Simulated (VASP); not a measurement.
# BaErB4 (F-43m) in VASP: further runs

Runs on BaErB4. Level: PBE. Tasks: single point, relaxation of cell and atoms.

All numbers are computed with VASP 6.6.1; they aren't measurements. Logs are shortened: lines on timing, memory, paths and dates and some standing lists are left out, and cuts for length are marked.

### 1 The cell of the first run

The structure is cubic, space group F-43m (No. 216). Conventional cell: a = 6.928 Å, b = 6.928 Å, c = 6.928 Å, α = 90.00°, β = 90.00°, γ = 90.00°. Ba (site symmetry -43m) has 12 B at 2.87 Å and 4 Er at 3.00 Å within 3.8 Å. Er (site symmetry -43m) has 12 B at 2.87 Å and 4 Ba at 3.00 Å within 3.8 Å. B (site symmetry 3m) has 6 B at 2.45 Å and 3 Ba at 2.87 Å and 3 Er at 2.87 Å within 3.2 Å.

The cell was generated, and may not be a known phase.

### 2 Single point, PBE

The input, INCAR:

```
  ALGO = Normal
  EDIFF = 1E-6
  ENCUT = 500
  GGA = PE
  GGA_COMPAT = False
  ISIF = 2
  ISMEAR = 0
  LASPH = True
  LCHARG = True
  LELF = True
  LMAXMIX = 6
  LREAL = False
  LVHAR = True
  LWAVE = False
  NBANDS = 24
  NELM = 200
  PREC = Accurate
  SIGMA = 0.1
```

The input, KPOINTS:

```
k-points
0
Gamma
  4 4 4
```

The input, POSCAR:

```
BaErB4
1.0
    0.0000000000      3.4638669400      3.4638669400
    3.4638669400      0.0000000000      3.4638669400
    3.4638669400      3.4638669400      0.0000000000
Ba Er B
1 1 4
Direct
    0.0000000000      0.0000000000      0.0000000000
    0.7500000000      0.7500000000      0.7500000000
    0.3748620500      0.3748620500      0.8754138400
    0.8754138400      0.3748620500      0.3748620500
    0.3748620500      0.3748620500      0.3748620500
    0.3748620500      0.8754138400      0.3748620500
```

Potentials or basis: VASP PAW PBE potentials, release 64 (Ba_sv, Er_3, B), 4f in core.

On the command line:

```
cat potpaw_PBE.64/Ba_sv/POTCAR potpaw_PBE.64/Er_3/POTCAR potpaw_PBE.64/B/POTCAR > POTCAR
mpirun -np 1 vasp_std > vasp.out
```

OUTCAR:

```text
EDIFF = 1E-6
   ENCUT = 500
   GGA = PE
   ISIF = 2
   ISMEAR = 0
   LASPH = True
   LREAL = False
   NELM = 200
   PREC = Accurate

 ion  position               nearest neighbor table
   1  0.000  0.000  0.000-   3 2.87   4 2.87   6 2.87   5 2.87   5 2.87   5 2.87   3 2.87   4 2.87
                             4 2.87   3 2.87   6 2.87   6 2.87   2 3.00   2 3.00   2 3.00   2 3.00
   2  0.750  0.750  0.750-   3 2.87   6 2.87   3 2.87   4 2.87   4 2.87   6 2.87   5 2.87   5 2.87
                             5 2.87   3 2.87   4 2.87   6 2.87   1 3.00   1 3.00   1 3.00   1 3.00
   3  0.375  0.375  0.875-   1 2.87   1 2.87   1 2.87   2 2.87   2 2.87   2 2.87
   4  0.875  0.375  0.375-   1 2.87   1 2.87   1 2.87   2 2.87   2 2.87   2 2.87
   5  0.375  0.375  0.375-   1 2.87   1 2.87   1 2.87   2 2.87   2 2.87   2 2.87
   6  0.375  0.875  0.375-   1 2.87   1 2.87   1 2.87   2 2.87   2 2.87   2 2.87

  LATTYP: Found a face centered cubic cell.
 ALAT       =     6.9277338800

  Lattice vectors:

 A1 = (   0.0000000000,   3.4638669400,   3.4638669400)
 A2 = (   3.4638669400,   0.0000000000,   3.4638669400)
 A3 = (   3.4638669400,   3.4638669400,   0.0000000000)

Analysis of symmetry for initial positions (statically):
=====================================================================
 Subroutine PRICEL returns:
 Original cell was already a primitive cell.

 Routine SETGRP: Setting up the symmetry group for a
 face centered cubic supercell.

 Subroutine GETGRP returns: Found 24 space group operations
 (whereof 24 operations were pure point group operations)
 out of a pool of 48 trial point group operations.

The static configuration has the point symmetry T_d .

Analysis of symmetry for dynamics (positions and initial velocities):
=====================================================================
 Subroutine PRICEL returns:
 Original cell was already a primitive cell.

 Routine SETGRP: Setting up the symmetry group for a
 face centered cubic supercell.

 Subroutine GETGRP returns: Found 24 space group operations
 (whereof 24 operations were pure point group operations)
 out of a pool of 48 trial point group operations.

The dynamic configuration has the point symmetry T_d .

 Subroutine INISYM returns: Found 24 space group operations
 (whereof 24 operations are pure point group operations),
 and found     1 'primitive' translations

----------------------------------------------------------------------------------------

                                     Primitive cell

  volume of cell :      83.1215

  direct lattice vectors                    reciprocal lattice vectors
     0.000000000  3.463866940  3.463866940    -0.144347346  0.144347346  0.144347346
     3.463866940  0.000000000  3.463866940     0.144347346 -0.144347346  0.144347346
     3.463866940  3.463866940  0.000000000     0.144347346  0.144347346 -0.144347346

  length of vectors
     4.898647605  4.898647605  4.898647605     0.250016937  0.250016937  0.250016937

  position of ions in fractional coordinates (direct lattice)
     0.000000000  0.000000000  0.000000000
     0.750000000  0.750000000  0.750000000
     0.374862050  0.374862050  0.875413840
     0.875413840  0.374862050  0.374862050
     0.374862050  0.374862050  0.374862050
     0.374862050  0.875413840  0.374862050

  ion indices of the primitive-cell ions
   primitive index   ion index
                 1           1
                 2           2
                 3           3
                 4           4
                 5           5
                 6           6

----------------------------------------------------------------------------------------

 KPOINTS: k-points

Automatic generation of k-mesh.
 Grid dimensions read from file:
 generate k-points for:    4    4    4

 Generating k-lattice:

  Cartesian coordinates                     Fractional coordinates (reciprocal lattice)
    -0.036086837  0.036086837  0.036086837     0.250000000  0.000000000  0.000000000
     0.036086837 -0.036086837  0.036086837     0.000000000  0.250000000  0.000000000
     0.036086837  0.036086837 -0.036086837     0.000000000  0.000000000  0.250000000

  Length of vectors
     0.062504234  0.062504234  0.062504234

  Shift w.r.t. Gamma in fractional coordinates (k-lattice)
     0.000000000  0.000000000  0.000000000

 Subroutine IBZKPT returns following result:
 ===========================================

 Found      8 irreducible k-points:

 Following reciprocal coordinates:
            Coordinates               Weight
  0.000000  0.000000  0.000000      1.000000
  0.250000  0.000000  0.000000      8.000000
  0.500000  0.000000  0.000000      4.000000
  0.250000  0.250000  0.000000      6.000000
  0.500000  0.250000  0.000000     24.000000
 -0.250000  0.250000  0.000000     12.000000
  0.500000  0.500000  0.000000      3.000000
 -0.250000  0.500000  0.250000      6.000000
   k-points           NKPTS =      8   k-points in BZ     NKDIM =      8   number of bands    NBANDS=     24
   number of dos      NEDOS =    301   number of ions     NIONS =      6
   total plane-waves  NPLWV =  46656
   dimension x,y,z NGX =    36 NGY =   36 NGZ =   36
   dimension x,y,z NGXF=    72 NGYF=   72 NGZF=   72
   ions per type =               1   1   4
   NGX,Y,Z   is equivalent  to a cutoff of  12.22, 12.22, 12.22 a.u.
   NGXF,Y,Z  is equivalent  to a cutoff of  24.43, 24.43, 24.43 a.u.
 SYSTEM =  unknown system
   PREC   = accura    normal or accurate (medium, high low for compatibility)
   ISTART =      0    job   : 0-new  1-cont  2-samecut
   ICHARG =      2    charge: 1-file 2-atom 10-const
   ISPIN  =      1    spin polarized calculation?
   LNONCOLLINEAR =      F non collinear calculations
   LSORBIT =      F    spin-orbit coupling
   LASPH  =      T    aspherical Exc in radial PAW
   ENCUT  =  500.0 eV  36.75 Ry    6.06 a.u.   8.93  8.93  8.93*2*pi/ulx,y,z
   NELM   =    200;   NELMIN=  2; NELMDL= -5     # of ELM steps
   EDIFF  = 0.1E-05   stopping-criterion for ELM
   LREAL  =      F    real-space projection
   EDIFFG = 0.1E-04   stopping-criterion for IOM
   NSW    =      0    number of steps for IOM
   IBRION =     -1    ionic relax: 0-MD 1-quasi-New 2-CG
   NFREE  =      0    steps in history (QN), initial steepest desc. (CG)
   ISIF   =      2    stress and relaxation
   ISYM   =      2    0-nonsym 1-usesym 2-fastsym
   POTIM  = 0.5000    time-step for ionic-motion
   TEBEG  =    0.0;   TEEND  =   0.0 temperature during run
   PSTRESS=    0.0 pullay stress
   NELECT =      31.0000    total number of electrons
   NUPDOWN=      -1.0000    fix difference up-down
   EMIN   =  10.00;   EMAX   =-10.00  energy-range for DOS
   EFERMI =   0.00;   METHOD = LEGACY
   ISMEAR =     0;   SIGMA  =   0.10  broadening in eV -4-tet -1-fermi 0-gaus
   EFERMI_NEDOS =   21; number of points for ismear=-14 and -15
   IALGO  =     38    algorithm
   IMIX   =      4    mixing-type and parameters
     AMIX     =   0.40;   BMIX     =  1.00
     AMIX_MAG =   1.60;   BMIX_MAG =  1.00
  volume/ion in A,a.u.               =      13.85        93.49
  Fermi-wavevector in a.u.,A,eV,Ry     =   1.178395  2.226844 18.893249  1.388615
  Thomas-Fermi vector in A             =   2.314725
   LORBIT       =      0    0 simple, 1 ext, 2 COOP (PROOUT), +10 PAW based schemes
   GGA     = PE    functional components
   LHFCALC =     F    Hartree Fock is set to
   AEXX    =    0.0000 exact exchange contribution
   IVDW    =     0    specifies the selected vdW correction
   LEPSILON=     F    determine dielectric tensor
   LRPA    =     F    only Hartree local field effects (RPA)
 non-spin polarized calculation
 Gauss-broadening in eV      SIGMA  =   0.10
  energy-cutoff  :      500.00
  volume of cell :       83.12
 maximum number of plane-waves:      2148
   NGX = 17   NGY = 17   NGZ = 17

 number of electron      31.0000002 magnetization

 Free energy of the ion-electron system (eV)
  ---------------------------------------------------
  ext. energy  EPLUGINS =         0.00000000
  ---------------------------------------------------
  free energy    TOTEN  =       -26.61287969 eV

  energy without entropy =      -26.58725815  energy(sigma->0) =      -26.60006892

 E-fermi :   5.1269     XC(G=0): -11.2453

 val. band max:        4.7980932242   @ k =   0.5000   0.5000   0.0000
 cond. band min:       5.1438367260   @ k =   0.5000   0.2500   0.0000
 fundamental gap:      0.3457435018
 Fermi energy:         5.1268510837

 k-point     1 :       0.0000    0.0000    0.0000
  band No.  band energies     occupation
      1     -21.9228      2.00000
      2     -19.6864      2.00000
      3     -19.6864      2.00000
      4     -19.6864      2.00000
      5      -7.6825      2.00000
      6      -7.6825      2.00000
[... 16 lines left out ...]
     23      10.8036      0.00000
     24      10.8036      0.00000

 k-point     2 :       0.2500    0.0000    0.0000
  band No.  band energies     occupation
      1     -21.9665      2.00000
      2     -19.6917      2.00000
      3     -19.6917      2.00000
      4     -19.6248      2.00000
      5      -8.0940      2.00000
      6      -7.6740      2.00000
[... 16 lines left out ...]
     23      10.4673      0.00000
     24      10.9196      0.00000

 k-point     3 :       0.5000    0.0000    0.0000
  band No.  band energies     occupation
      1     -22.0078      2.00000
      2     -19.6969      2.00000
      3     -19.6969      2.00000
      4     -19.5665      2.00000
      5      -8.3414      2.00000
      6      -7.6667      2.00000
[... 16 lines left out ...]
     23       9.5417      0.00000
     24      10.3216      0.00000
[... 82 lines left out ...]
 k-point     7 :       0.5000    0.5000    0.0000
  band No.  band energies     occupation
      1     -22.0336      2.00000
      2     -19.7116      2.00000
      3     -19.7116      2.00000
      4     -19.5056      2.00000
      5      -8.3798      2.00000
      6      -7.6984      2.00000
[... 16 lines left out ...]
     23       9.1723      0.00000
     24      10.7270      0.00000

 k-point     8 :      -0.2500    0.5000    0.2500
  band No.  band energies     occupation
      1     -22.0329      2.00000
      2     -19.7221      2.00000
      3     -19.7120      2.00000
      4     -19.4959      2.00000
      5      -8.0777      2.00000
      6      -8.0309      2.00000
[... 16 lines left out ...]
     23       9.0657      0.00000
     24       9.5258      0.00000

------------------------ aborting loop because EDIFF is reached ----------------------------------------

  FORCE on cell =-STRESS in cart. coord.  units (eV):
  Direction    XX          YY          ZZ          XY          YZ          ZX
  --------------------------------------------------------------------------------------
  -------------------------------------------------------------------------------------
  Total       -1.1299362     -1.1299362     -1.1299362      0.0000000      0.0000000      0.0000000
  in kB      -21.7796505    -21.7796505    -21.7796505      0.0000000      0.0000000      0.0000000
  external PRESSURE =     -21.7796505 kB  Pullay stress =       0.0000000 kB

 VOLUME and BASIS-vectors are now :
 -----------------------------------------------------------------------------
  energy-cutoff  :      500.00
  volume of cell :       83.12
      direct lattice vectors                 reciprocal lattice vectors
     0.000000000  3.463866940  3.463866940    -0.144347346  0.144347346  0.144347346
     3.463866940  0.000000000  3.463866940     0.144347346 -0.144347346  0.144347346
     3.463866940  3.463866940  0.000000000     0.144347346  0.144347346 -0.144347346

 POSITION                                       TOTAL-FORCE (eV/Angst)
 -----------------------------------------------------------------------------------
      0.00000      0.00000      0.00000         0.000000      0.000000      0.000000
      5.19580      5.19580      5.19580         0.000000      0.000000      0.000000
      4.33079      4.33079      2.59694        -0.103781     -0.103781      0.103781
      2.59694      4.33079      4.33079         0.103781     -0.103781     -0.103781
      2.59694      2.59694      2.59694         0.103781      0.103781      0.103781
      4.33079      2.59694      4.33079        -0.103781      0.103781     -0.103781
 -----------------------------------------------------------------------------------
    total drift:                                0.000004      0.000004      0.000004

  FREE ENERGIE OF THE ION-ELECTRON SYSTEM (eV)
  ---------------------------------------------------
  free  energy   TOTEN  =       -26.6128796910 eV

  energy  without entropy=      -26.5872581479  energy(sigma->0) =      -26.60006892
```

Wall time 13 s (1 thread of Intel Xeon 6975P-C (Granite Rapids), shared host); peak memory 0.2 GiB.

What came out:

- Free energy: -26.6129 eV
- Pressure: -2.2 GPa
- Largest force: 0.180 eV/Å
- Band gap on the k mesh: zero (an odd number of electrons rules out a gap without spin polarisation)

Forces in eV/Å, atoms in the order of the input:
```
Ba   0.000  0.000  0.000
Er   0.000  0.000  0.000
B   -0.104 -0.104  0.104
B    0.104 -0.104 -0.104
B    0.104  0.104  0.104
B   -0.104  0.104 -0.104
```

Levels at points of the mesh, in eV from the Fermi level:
| k point | band 13 | band 14 | band 15 | band 16 | band 17 | band 18 |
| --- | --- | --- | --- | --- | --- | --- |
| (0.00, 0.00, 0.00) | -3.38 | -3.38 | -2.45 | -2.45 | -2.45 | 4.36 |
| (0.50, 0.00, 0.00) | -2.25 | -2.25 | 0.36 | 0.36 | 1.36 | 2.01 |
| (0.50, 0.50, 0.00) | -2.60 | -0.79 | -0.33 | 0.94 | 0.94 | 1.00 |

Caveat: the k points lie up to 0.39 Å⁻¹ apart, too coarse for converged energies and pressures of a metal; spin-orbit coupling is left out, which moves the levels of the heavy elements; the 4f electrons are frozen in the core, so they carry no moment and show no levels; an odd number of electrons without spin polarisation forces a metal; a magnetic or distorted state may lie lower. Spin polarisation is off, so any magnetic state and its effect on volume and gap are missing.

### 3 Single point, PBE

This run uses another cell than the first one, of 14.81 Å³/atom.

The input, INCAR:

```
SYSTEM = BaErB4
ALGO = Normal
EDIFF = 1E-6
ENCUT = 500
GGA = PE
GGA_COMPAT = .FALSE.
ISIF = 2
ISMEAR = 0
LASPH = .TRUE.
LCHARG = .FALSE.
LMAXMIX = 6
LREAL = .FALSE.
LWAVE = .FALSE.
NBANDS = 24
NELM = 200
PREC = Accurate
SIGMA = 0.1
```

The input, KPOINTS:

```
k-points
0
G
  4 4 4
  0 0 0
```

The input, POSCAR:

```
BaErB4
1.0
    0.0000000000      3.5419441461      3.5419441461
    3.5419441461      0.0000000000      3.5419441461
    3.5419441461      3.5419441461      0.0000000000
Ba Er B
1 1 4
Direct
    0.0000000000      0.0000000000      0.0000000000
    0.7500000000      0.7500000000      0.7500000000
    0.4131472927      0.4131472927      0.7605581218
    0.7605581218      0.4131472927      0.4131472927
    0.4131472927      0.4131472927      0.4131472927
    0.4131472927      0.7605581218      0.4131472927
```

Potentials or basis: VASP PAW PBE potentials, release 64 (Ba_sv, Er_3, B), 4f in core.

On the command line:

```
cat potpaw_PBE.64/Ba_sv/POTCAR potpaw_PBE.64/Er_3/POTCAR potpaw_PBE.64/B/POTCAR > POTCAR
mpirun -np 1 vasp_std > vasp.out
```

Run time: 17 s. Hardware: 1 thread of Intel Xeon 6975P-C (Granite Rapids), shared host; peak memory 0.23 GiB.

The run converged. Its results:

```
Free energy            : -29.2337 eV
Pressure               : 1.4 GPa
Largest force          : 0.010 eV/Å
Band gap on the k mesh : zero (an odd number of electrons rules out a gap without spin polarisation)
```

Forces on the atoms (eV/Å):
```
Ba   0.000  0.000  0.000
Er   0.000  0.000  0.000
B    0.006  0.006 -0.006
B   -0.006  0.006  0.006
B   -0.006 -0.006 -0.006
B    0.006 -0.006  0.006
```

Levels at points of the mesh, in eV from the Fermi level:
```csv
k point,band 13,band 14,band 15,band 16,band 17,band 18
"(0.00, 0.00, 0.00)",-2.68,-2.68,-1.33,-1.33,-1.33,4.02
"(0.50, 0.00, 0.00)",-1.34,-1.34,-0.33,0.43,0.43,1.54
"(0.50, 0.50, 0.00)",-2.31,-1.46,-0.86,0.80,0.80,0.97
```

Caveat: the k points lie up to 0.38 Å⁻¹ apart, too coarse for converged energies and pressures of a metal; spin-orbit coupling is left out, which moves the levels of the heavy elements; the 4f electrons are frozen in the core, so they carry no moment and show no levels; an odd number of electrons without spin polarisation forces a metal; a magnetic or distorted state may lie lower.

[end of part 1 of 2]

The gap in the log of VASP goes by the Fermi energy; the results here count the filled bands.